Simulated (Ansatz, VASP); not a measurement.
Ti in VASP and in Ansatz

```
CELL_PARAMETERS angstrom
2.90716 0.00000 0.00000
-1.45358 2.51767 0.00000
0.00000 0.00000 7.12443
ATOMIC_POSITIONS crystal
Ti 0.00000 0.00000 0.00000
Ti 0.33333 0.66667 0.33333
Ti 0.66667 0.33333 0.66667
```

Alike in both runs: functional PBE; k mesh 18 × 18 × 7; occupations gaussian, width 0.1 eV; no spin polarisation.

Ansatz relaxed the structure, and its values are those at the end. VASP's run is a single point on that final structure, the one shown.

|  | VASP | Ansatz |
| --- | --- | --- |
| version | VASP 6.6.1 | Ansatz 0.2.0 |
| potentials or method | VASP PAW PBE potentials, release 64 (Ti_sv), cutoff 520 eV | scalar-relativistic, plane waves, PAW |
| valence electrons in the cell | 36 | 36 |

VASP gave:

| Quantity | Value |
| --- | --- |
| gap on the k mesh at the Fermi level (eV) | none |
| pressure (GPa) | -0.4 |

**Question.** What did Ansatz give for the same quantities?

**Answer.** gap on the k mesh at the Fermi level (eV): none; pressure (GPa): 0.0.

A gap of «none» marks a metal or a gap that the smearing closes.
